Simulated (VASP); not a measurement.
Set up this calculation in VASP 6.6.1, as the native input.

* Task: single point
* Functional: r2SCAN
* Dispersion: D4
* Potentials or basis: VASP PAW PBE potentials, release 64 (Pt, Se)
* Cutoff: 520 eV
* k mesh: 10 × 10 × 7
* Occupations: fermi-dirac, width 0.1 eV
* Spin: no spin polarisation
* Dipole correction: no
* Further INCAR settings: ALGO = Normal; EDIFF = 1e-06; NBANDS = 18

The system is PtSe2 (Sudovikovite).

```xyz
3
Lattice="3.7317 0.0000 0.0000 -1.8658 3.2317 0.0000 0.0000 0.0000 5.3035" Properties=species:S:1:pos:R:3 pbc="T T T"
Pt    0.0000    0.0000    0.0000
Se    0.0000    2.1545    1.2973
Se    1.8658    1.0772    4.0062
```

The input as run:

POSCAR

```
PtSe2
1.0
    3.7316990452      0.0000000000      0.0000000000
   -1.8658495226      3.2317461724      0.0000000000
    0.0000000000      0.0000000000      5.3035411721
Pt Se
1 2
Direct
    0.0000000000      0.0000000000      0.0000000000
    0.3333333333      0.6666666667      0.2446170619
    0.6666666667      0.3333333333      0.7553829381
```

INCAR.step1

```
SYSTEM = PtSe2
ALGO     = Normal         ! electronic algorithm
EDIFF    = 1E-4           ! SCF threshold, eV
ENCUT    = 520            ! plane-wave cutoff, eV
GGA      = PE             ! functional
ISMEAR   = -1             ! smearing method
LASPH    = .True.         ! aspherical terms in the spheres
LCHARG   = .False.        ! write CHGCAR
LREAL    = .False.        ! projectors in reciprocal space
LWAVE    = .True.         ! write WAVECAR
NBANDS   = 18             ! bands
NELM     = 80             ! most SCF steps
PREC     = Accurate       ! precision mode
SIGMA    = 0.1            ! smearing width, eV
```

INCAR.step2

```
SYSTEM = PtSe2
ALGO     = Normal         ! electronic algorithm
EDIFF    = 1E-6           ! SCF threshold, eV
ENCUT    = 520            ! plane-wave cutoff, eV
ISIF     = 2              ! what is computed and relaxed
ISMEAR   = -1             ! smearing method
ISTART   = 1            
IVDW     = 13             ! dispersion correction
LASPH    = .True.         ! aspherical terms in the spheres
LCHARG   = .False.        ! write CHGCAR
LMIXTAU  = .True.       
LREAL    = .False.        ! projectors in reciprocal space
LWAVE    = .False.        ! write WAVECAR
METAGGA  = R2SCAN         ! meta-GGA
NBANDS   = 18             ! bands
NELM     = 80             ! most SCF steps
PREC     = Accurate       ! precision mode
SIGMA    = 0.1            ! smearing width, eV
VDW_A1   = 0.51559235   
VDW_A2   = 5.77342911   
VDW_S6   = 1.0          
VDW_S8   = 0.6018749
```

KPOINTS

```
k-points
0
Gamma
  10 10 7
  0 0 0
```

Potentials or basis: VASP PAW PBE potentials, release 64 (Pt, Se).

The run is started by

```sh
$ cat potpaw_PBE.64/Pt/POTCAR potpaw_PBE.64/Se/POTCAR > POTCAR
$ cp INCAR.step1 INCAR
$ mpirun -np 1 vasp_std > vasp.out
$ cp INCAR.step2 INCAR
$ mpirun -np 1 vasp_std > vasp.out
```

It gave:

The pressure is 0.1 GPa, the largest force is 0.015 eV/Å and the band gap on the k mesh is zero (band 11 reaches 5.83 eV, above the bottom of band 12 at 5.70 eV). The dispersion energy per atom is -0.167 eV.

Caveat: the PAW data sets were made with another functional, which shifts forces and pressure a little; spin-orbit coupling is left out, which moves the levels of the heavy elements; pairwise dispersion overbinds metals, which lowers pressure and volume.

Run time: 4.1 min on 1 thread of Intel Xeon 6975P-C, with other jobs on the host, peak memory 0.25 GiB.
